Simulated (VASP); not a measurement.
# SnO (P4/nmm) in VASP: a series of runs, part 3 of 3

VASP 6.6.1.

## Step 6: Single point, LDA

This run uses another cell than the first one, of 16.09 Å³/atom.

INCAR

```
  PREC = Accurate
  ENCUT = 1340
  EDIFF = 1E-6
  ISMEAR = 0
  SIGMA = 0.15
  LREAL = False
  LASPH = True
  NELM = 120
  ALGO = Normal
  ISIF = 2
  LWAVE = False
  LCHARG = False
  NBANDS = 28
  GGA_COMPAT = False
```

KPOINTS

```
Automatic mesh
0
Gamma
  10 10 8
```

POSCAR

```
SnO
1.0
    3.7657594054      0.0000000000      0.0000000000
    0.0000000000      3.7657594054      0.0000000000
    0.0000000000      0.0000000000      4.5398000000
Sn O
2 2
Direct
    0.0000000000      0.5000000000      0.2455950842
    0.5000000000      0.0000000000      0.7544049158
    0.0000000000      0.0000000000      0.0000000000
    0.5000000000      0.5000000000      0.0000000000
```

Potentials or basis: VASP PAW LDA potentials, release 64 (Sn_d, O_h).

On the command line:

```console
$ cat potpaw_LDA.64/Sn_d/POTCAR potpaw_LDA.64/O_h/POTCAR > POTCAR
$ mpirun -np 1 vasp_std > vasp.out
```

OUTCAR:

```text
PREC = Accurate
   ENCUT = 1340
   EDIFF = 1E-6
   ISMEAR = 0
   LREAL = False
   LASPH = True
   NELM = 120
   ISIF = 2

 ion  position               nearest neighbor table
   1  0.000  0.500  0.246-   3 2.19   4 2.19   3 2.19   4 2.19   2 3.47   2 3.47   2 3.47   2 3.47
                             2 3.53   2 3.53   2 3.53   2 3.53
   2  0.500  0.000  0.754-   3 2.19   4 2.19   4 2.19   3 2.19   1 3.47   1 3.47   1 3.47   1 3.47
                             1 3.53   1 3.53   1 3.53   1 3.53
   3  0.000  0.000  0.000-   1 2.19   2 2.19   1 2.19   2 2.19
   4  0.500  0.500  0.000-   1 2.19   2 2.19   2 2.19   1 2.19

  LATTYP: Found a simple tetragonal cell.
 ALAT       =     3.7657594054
 C/A-ratio  =     1.2055470122

  Lattice vectors:

 A1 = (   3.7657594054,   0.0000000000,   0.0000000000)
 A2 = (   0.0000000000,   3.7657594054,   0.0000000000)
 A3 = (   0.0000000000,   0.0000000000,   4.5398000000)

Analysis of symmetry for initial positions (statically):
=====================================================================
 Subroutine PRICEL returns:
 Original cell was already a primitive cell.

 Routine SETGRP: Setting up the symmetry group for a
 simple tetragonal supercell.

 Subroutine GETGRP returns: Found 16 space group operations
 (whereof  8 operations were pure point group operations)
 out of a pool of 16 trial point group operations.

The static configuration has the point symmetry D_2d.
 The point group associated with its full space group is D_4h.

Analysis of symmetry for dynamics (positions and initial velocities):
=====================================================================
 Subroutine PRICEL returns:
 Original cell was already a primitive cell.

 Routine SETGRP: Setting up the symmetry group for a
 simple tetragonal supercell.

 Subroutine GETGRP returns: Found 16 space group operations
 (whereof  8 operations were pure point group operations)
 out of a pool of 16 trial point group operations.

[... 124 lines left out ...]
     AMIX     =   0.40;   BMIX     =  1.00
     AMIX_MAG =   1.60;   BMIX_MAG =  1.00
  volume/ion in A,a.u.               =      16.09       108.61
  Fermi-wavevector in a.u.,A,eV,Ry     =   1.396950  2.639853 26.551353  1.951469
  Thomas-Fermi vector in A             =   2.520254
   LORBIT       =      0    0 simple, 1 ext, 2 COOP (PROOUT), +10 PAW based schemes
   GGA     = CA    functional components
   LHFCALC =     F    Hartree Fock is set to
   AEXX    =    0.0000 exact exchange contribution
   IVDW    =     0    specifies the selected vdW correction
   LEPSILON=     F    determine dielectric tensor
   LRPA    =     F    only Hartree local field effects (RPA)
 non-spin polarized calculation
 Gauss-broadening in eV      SIGMA  =   0.15
  energy-cutoff  :     1340.00
  volume of cell :       64.38
 maximum number of plane-waves:      7211
 NGX is ok and might be reduce to    48
   NGX = 23   NGY = 23   NGZ = 27

 number of electron      39.9999999 magnetization

 Free energy of the ion-electron system (eV)
  ---------------------------------------------------
  ext. energy  EPLUGINS =         0.00000000
  ---------------------------------------------------
  free energy    TOTEN  =       -25.72627544 eV

  energy without entropy =      -25.72420712  energy(sigma->0) =      -25.72524128

 E-fermi :   8.2411     XC(G=0): -11.1307

 val. band max:        8.1709959872   @ k =   0.1000   0.1000   0.0000
 cond. band min:       8.2747005838   @ k =   0.5000   0.5000   0.1250
 fundamental gap:      0.1037045966
 Fermi energy:         8.2410999825

 k-point     1 :       0.0000    0.0000    0.0000
  band No.  band energies     occupation
      1     -13.9340      2.00000
      2     -13.4053      2.00000
      3     -13.4053      2.00000
      4     -13.3701      2.00000
      5     -13.3386      2.00000
      6     -13.3242      2.00000
[... 733 lines left out ...]
     27      15.4534      0.00000
     28      17.6596      0.00000

 [... further k-points ...]

------------------------ aborting loop because EDIFF is reached ----------------------------------------

  FORCE on cell =-STRESS in cart. coord.  units (eV):
  Direction    XX          YY          ZZ          XY          YZ          ZX
  --------------------------------------------------------------------------------------
  -------------------------------------------------------------------------------------
  Total        0.9727929      0.9727929      1.5412537      0.0000000      0.0000000      0.0000000
  in kB       24.2096825     24.2096825     38.3568437      0.0000000      0.0000000      0.0000000
  external PRESSURE =      28.9254029 kB  Pullay stress =       0.0000000 kB

 VOLUME and BASIS-vectors are now :
 -----------------------------------------------------------------------------
  energy-cutoff  :     1340.00
  volume of cell :       64.38
      direct lattice vectors                 reciprocal lattice vectors
     3.765759405  0.000000000  0.000000000     0.265550688  0.000000000  0.000000000
     0.000000000  3.765759405  0.000000000     0.000000000  0.265550688  0.000000000
     0.000000000  0.000000000  4.539800000     0.000000000  0.000000000  0.220274021

 POSITION                                       TOTAL-FORCE (eV/Angst)
 -----------------------------------------------------------------------------------
      0.00000      1.88288      1.11495         0.000000      0.000000      0.599208
      1.88288      0.00000      3.42485        -0.000000      0.000000     -0.599208
      0.00000      0.00000      0.00000        -0.000000      0.000000     -0.000000
      1.88288      1.88288      0.00000        -0.000000     -0.000000     -0.000000
 -----------------------------------------------------------------------------------
    total drift:                                0.000000      0.000000      0.000000

  FREE ENERGIE OF THE ION-ELECTRON SYSTEM (eV)
  ---------------------------------------------------
  free  energy   TOTEN  =       -25.7262754356 eV

  energy  without entropy=      -25.7242071249  energy(sigma->0) =      -25.72524128
```

It took 8.5 min on 1 thread of Intel Xeon Platinum 8259CL at 2.50GHz (Skylake/Cascade Lake), shared host; peak memory 0.75 GiB.

What came out:

```
Free energy            : -25.7263 eV
Pressure               : 2.9 GPa
Largest force          : 0.599 eV/Å
Band gap on the k mesh : zero (bands 20 and 21 overlap by 0.18 eV)
```

Forces on the atoms (eV/Å):
```
Sn   0.000  0.000  0.599
Sn   0.000  0.000 -0.599
O    0.000  0.000  0.000
O    0.000  0.000  0.000
```

Caveat: semilocal functionals underestimate gaps, and a narrow one can read as zero; spin-orbit coupling is left out, which moves the levels of the heavy elements.

## Step 7: Overview

```tsv
cell	gap on the mesh (eV)	pressure (GPa)	largest force (eV/Å)
a = 3.709, b = 3.709, c = 4.773 Å, 4 atoms	none	1.6	0.03
a = 3.653, b = 3.653, c = 4.656 Å, 4 atoms	none	8.5	1.00
a = 3.766, b = 3.766, c = 4.889 Å, 4 atoms	none	-3.8	0.80
a = 3.766, b = 3.766, c = 4.423 Å, 4 atoms	none	5.7	1.05
a = 3.766, b = 3.766, c = 4.540 Å, 4 atoms	none	2.9	0.60
```

Alike in all rows: task single point; level LDA; potentials or basis VASP PAW LDA potentials, release 64 (Sn_d, O_h); no spin polarisation; k mesh 10 × 10 × 8; cutoff (eV) 1340; smearing gaussian 0.15 eV.

Caveats: semilocal functionals underestimate gaps, and a narrow one can read as zero; spin-orbit coupling is left out, which moves the levels of the heavy elements; the cell stands under pressure (at least some runs); forces of over 1 eV/Å act on the atoms, so gaps and moduli don't describe the material at rest (at least some runs); the cell stands under tension (at least some runs).

Absolute energies hang on the potentials; compare differences alone.

The gap in the log of VASP goes by the Fermi energy; the results here count the filled bands.